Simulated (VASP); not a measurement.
Here is a VASP 6.6.1 calculation.

INCAR

```
PREC = Accurate
ENCUT = 520
EDIFF = 1E-7
ISMEAR = 0
SIGMA = 0.01
LREAL = False
LASPH = True
NELM = 80
ALGO = Normal
ISIF = 2
LWAVE = False
LCHARG = False
GGA = CA
NBANDS = 16
```

Contents of KPOINTS:

```
Automatic mesh
0
Gamma
  8 8 4
```

File POSCAR:

```
SiC
1.0
    3.0275844911      0.0000000000      0.0000000000
   -1.5137922456      2.6219650814      0.0000000000
    0.0000000000      0.0000000000      4.9669689056
Si C
2 2
Direct
    0.3333333333      0.6666666667      0.0045923588
    0.6666666667      0.3333333333      0.5045923588
    0.3333333333      0.6666666667      0.3804076412
    0.6666666667      0.3333333333      0.8804076412
```

Potentials or basis: VASP PAW LDA potentials, release 64 (Si, C).

Run with:

```sh
$ cat potpaw_LDA.64/Si/POTCAR potpaw_LDA.64/C/POTCAR > POTCAR
$ mpirun -np 1 vasp_std > vasp.out
```

Question: Predict the pressure.

Answer: 7.4 GPa.

Question: Estimate the band gap on the k mesh.

Answer: 2.34 eV, indirect (least direct gap 3.96 eV).

A k mesh can miss the band edges. LDA gaps usually lie below the measured ones, often by a third to a half.
